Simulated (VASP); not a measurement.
# Al (P6_3/mmc) in VASP: notebook

Al is run at these levels: PBEsol; tasks: single point.

All numbers are computed with VASP 6.6.1; they aren't measurements. Logs are shortened: lines on timing, memory, paths and dates and some standing lists are left out, and cuts for length are marked.

### 1 The cell of the first run

It takes space group P6_3/mmc (No. 194, hexagonal). Conventional cell: a = 2.730 Å, b = 2.730 Å, c = 4.787 Å, α = 90.00°, β = 90.00°, γ = 120.00°. Within 3.6 Å of Al (site symmetry -6m2) lie 12 Al at 2.73 to 2.87 Å.

### 2 Single point, PBEsol

INCAR

```
ALGO = Fast
EDIFF = 1E-6
ENCUT = 520
GGA = PS
ISIF = 2
ISMEAR = 0
LASPH = True
LCHARG = False
LREAL = False
LWAVE = False
NBANDS = 10
NELM = 60
PREC = Accurate
SIGMA = 0.15
```

KPOINTS

```
k-points
0
Gamma
  18 18 10
```

POSCAR

```
Al
1.0
    2.7300000000      0.0000000000      0.0000000000
   -1.3650000000      2.3642493523      0.0000000000
    0.0000000000      0.0000000000      4.7867000000
Al
2
Direct
    0.6666666667      0.3333333333      0.7500000000
    0.3333333333      0.6666666667      0.2500000000
```

Potentials or basis: VASP PAW PBE potentials, release 64 (Al).

Command:

```
> cat potpaw_PBE.64/Al/POTCAR > POTCAR
> mpirun -np 1 vasp_std > vasp.out
```

OUTCAR:

```text
EDIFF = 1E-6
   ENCUT = 520
   GGA = PS
   ISIF = 2
   ISMEAR = 0
   LASPH = True
   LREAL = False
   NELM = 60
   PREC = Accurate

 ion  position               nearest neighbor table
   1  0.667  0.333  0.750-   2 2.87   2 2.87   2 2.87   2 2.87   2 2.87   2 2.87
   2  0.333  0.667  0.250-   1 2.87   1 2.87   1 2.87   1 2.87   1 2.87   1 2.87

  LATTYP: Found a hexagonal cell.
 ALAT       =     2.7300000000
 C/A-ratio  =     1.7533699634

  Lattice vectors:

 A1 = (   2.7300000000,   0.0000000000,   0.0000000000)
 A2 = (  -1.3650000000,   2.3642493523,   0.0000000000)
 A3 = (   0.0000000000,   0.0000000000,   4.7867000000)

Analysis of symmetry for initial positions (statically):
=====================================================================
 Subroutine PRICEL returns:
 Original cell was already a primitive cell.

 Routine SETGRP: Setting up the symmetry group for a
 hexagonal supercell.

 Subroutine GETGRP returns: Found 24 space group operations
 (whereof 12 operations were pure point group operations)
 out of a pool of 24 trial point group operations.

The static configuration has the point symmetry D_3d.
 The point group associated with its full space group is D_6h.

Analysis of symmetry for dynamics (positions and initial velocities):
=====================================================================
 Subroutine PRICEL returns:
 Original cell was already a primitive cell.

 Routine SETGRP: Setting up the symmetry group for a
 hexagonal supercell.

 Subroutine GETGRP returns: Found 24 space group operations
 (whereof 12 operations were pure point group operations)
 out of a pool of 24 trial point group operations.

The dynamic configuration has the point symmetry D_3d.
 The point group associated with its full space group is D_6h.

 Subroutine INISYM returns: Found 24 space group operations
 (whereof 12 operations are pure point group operations),
 and found     1 'primitive' translations

----------------------------------------------------------------------------------------

                                     Primitive cell

  volume of cell :      30.8953

  direct lattice vectors                    reciprocal lattice vectors
     2.730000000  0.000000000  0.000000000     0.366300366  0.211483615  0.000000000
    -1.365000000  2.364249352  0.000000000     0.000000000  0.422967230  0.000000000
     0.000000000  0.000000000  4.786700000     0.000000000  0.000000000  0.208912194

  length of vectors
[... 90 lines left out ...]
   POTIM  = 0.5000    time-step for ionic-motion
   TEBEG  =    0.0;   TEEND  =   0.0 temperature during run
   PSTRESS=    0.0 pullay stress
   NELECT =       6.0000    total number of electrons
   NUPDOWN=      -1.0000    fix difference up-down
   EMIN   =  10.00;   EMAX   =-10.00  energy-range for DOS
   EFERMI =   0.00;   METHOD = LEGACY
   ISMEAR =     0;   SIGMA  =   0.15  broadening in eV -4-tet -1-fermi 0-gaus
   EFERMI_NEDOS =   21; number of points for ismear=-14 and -15
   IALGO  =     68    algorithm
   IMIX   =      4    mixing-type and parameters
     AMIX     =   0.40;   BMIX     =  1.00
     AMIX_MAG =   1.60;   BMIX_MAG =  1.00
  volume/ion in A,a.u.               =      15.45       104.25
  Fermi-wavevector in a.u.,A,eV,Ry     =   0.948043  1.791541 12.228710  0.898785
  Thomas-Fermi vector in A             =   2.076194
   LORBIT       =      0    0 simple, 1 ext, 2 COOP (PROOUT), +10 PAW based schemes
   GGA     = PS    functional components
   LHFCALC =     F    Hartree Fock is set to
   AEXX    =    0.0000 exact exchange contribution
   IVDW    =     0    specifies the selected vdW correction
   LEPSILON=     F    determine dielectric tensor
   LRPA    =     F    only Hartree local field effects (RPA)
 non-spin polarized calculation
 RMM-DIIS sequential band-by-band and
 Gauss-broadening in eV      SIGMA  =   0.15
  energy-cutoff  :      520.00
  volume of cell :       30.90
 maximum number of plane-waves:       847
   NGX = 11   NGY = 11   NGZ = 17

 number of electron       6.0000000 magnetization

 Free energy of the ion-electron system (eV)
  ---------------------------------------------------
  ext. energy  EPLUGINS =         0.00000000
  ---------------------------------------------------
  free energy    TOTEN  =        -8.07669823 eV

  energy without entropy =       -8.06847311  energy(sigma->0) =       -8.07258567

 E-fermi :   8.6294     XC(G=0): -10.4982

 val. band max:        8.5981000363   @ k =   0.3889   0.1111   0.0000
 cond. band min:       8.6431841227   @ k =   0.3333   0.0000   0.0000
 fundamental gap:      0.0450840865
 Fermi energy:         8.6294373556

 k-point     1 :       0.0000    0.0000    0.0000
  band No.  band energies     occupation
      1      -2.9457      2.00000
      2       3.3035      2.00000
      3       3.4245      2.00000
      4      19.8781      0.00000
      5      20.9160      0.00000
      6      20.9160      0.00000
      7      20.9736      0.00000
      8      20.9736      0.00000
      9      21.4173      0.00000
     10      24.3436      0.00000
[... 287 lines left out ...]
 k-point    24 :       0.3889    0.1111    0.0000
  band No.  band energies     occupation
      1       2.4055      2.00000
      2       5.1331      2.00000
      3       8.4913      1.80716
      4       8.5981      1.23235
      5      10.9204      0.00000
      6      11.3303      0.00000
      7      13.0359      0.00000
      8      18.1538      0.00000
      9      18.2273      0.00000
     10      20.4245      0.00000

 [... further k-points ...]

------------------------ aborting loop because EDIFF is reached ----------------------------------------

  FORCE on cell =-STRESS in cart. coord.  units (eV):
  Direction    XX          YY          ZZ          XY          YZ          ZX
  --------------------------------------------------------------------------------------
  -------------------------------------------------------------------------------------
  Total        1.3836523      1.3836523      0.4007879     -0.0000000     -0.0000000      0.0000000
  in kB       71.7538856     71.7538856     20.7841858     -0.0000000     -0.0000000      0.0000000
  external PRESSURE =      54.7639857 kB  Pullay stress =       0.0000000 kB

 VOLUME and BASIS-vectors are now :
 -----------------------------------------------------------------------------
  energy-cutoff  :      520.00
  volume of cell :       30.90
      direct lattice vectors                 reciprocal lattice vectors
     2.730000000  0.000000000  0.000000000     0.366300366  0.211483615  0.000000000
    -1.365000000  2.364249352  0.000000000     0.000000000  0.422967230  0.000000000
     0.000000000  0.000000000  4.786700000     0.000000000  0.000000000  0.208912194

 POSITION                                       TOTAL-FORCE (eV/Angst)
 -----------------------------------------------------------------------------------
      1.36500      0.78808      3.59002        -0.000000      0.000000      0.000000
     -0.00000      1.57617      1.19667         0.000000     -0.000000      0.000000
 -----------------------------------------------------------------------------------
    total drift:                               -0.000000      0.000000     -0.000000

  FREE ENERGIE OF THE ION-ELECTRON SYSTEM (eV)
  ---------------------------------------------------
  free  energy   TOTEN  =        -8.0766982255 eV

  energy  without entropy=       -8.0684731123  energy(sigma->0) =       -8.07258567
```

OSZICAR:

```text
N       E                     dE             d eps       ncg     rms          rms(c)
DAV:   1    -0.439369726063E+00   -0.43937E+00   -0.23761E+03  4440   0.477E+02
DAV:   2    -0.796576094926E+01   -0.75264E+01   -0.72981E+01  5774   0.560E+01
DAV:   3    -0.813849603940E+01   -0.17274E+00   -0.17152E+00  5902   0.680E+00
DAV:   4    -0.813920991920E+01   -0.71388E-03   -0.71382E-03  5358   0.494E-01
DAV:   5    -0.813921514604E+01   -0.52268E-05   -0.52271E-05  5448   0.436E-02    0.214E+00
RMM:   6    -0.810163040000E+01    0.37585E-01   -0.31291E-03  4493   0.292E-01    0.123E+00
RMM:   7    -0.807678001861E+01    0.24850E-01   -0.85351E-03  4619   0.476E-01    0.167E-01
RMM:   8    -0.807669148829E+01    0.88530E-04   -0.54639E-04  4908   0.149E-01    0.260E-02
RMM:   9    -0.807669947770E+01   -0.79894E-05   -0.83274E-05  5150   0.664E-02    0.270E-02
RMM:  10    -0.807670083576E+01   -0.13581E-05   -0.12056E-05  5215   0.227E-02    0.414E-02
RMM:  11    -0.807669892978E+01    0.19060E-05   -0.24258E-06  4934   0.986E-03    0.750E-02
RMM:  12    -0.807669822553E+01    0.70425E-06   -0.54685E-07  3576   0.503E-03
   1 F= -.80766982E+01 E0= -.80725857E+01  d E =-.822511E-02
```

stdout:

```text
POSCAR found type information on POSCAR Al
 POSCAR found :  1 types and       2 ions
 scaLAPACK will be used
 -----------------------------------------------------------------------------
|                                                                             |
|                                                                             |
|     You enforced a specific xc type in the INCAR file but a different       |
|     I HOPE YOU KNOW WHAT YOU ARE DOING!                                     |
|                                                                             |
 -----------------------------------------------------------------------------

 LDA part: xc-table for (Slater+PW92), standard interpolation
 POSCAR, INCAR and KPOINTS ok, starting setup
 FFT: planning ... GRIDC
 FFT: planning ... GRID_SOFT
 FFT: planning ... GRID
 WAVECAR not read
 entering main loop
```

It took 26 s on 1 thread of AMD EPYC 9R45 (Zen 5), shared host; peak memory 0.14 GiB.

What came out:

* Free energy: -8.0767 eV
* Pressure: 5.5 GPa
* Band gap on the k mesh: zero (band 3 reaches 12.35 eV, above the bottom of band 4 at 5.53 eV)

Caveat: the PAW data sets were made with another functional, which shifts forces and pressure a little.

(Part 1 of 2 ends here.)
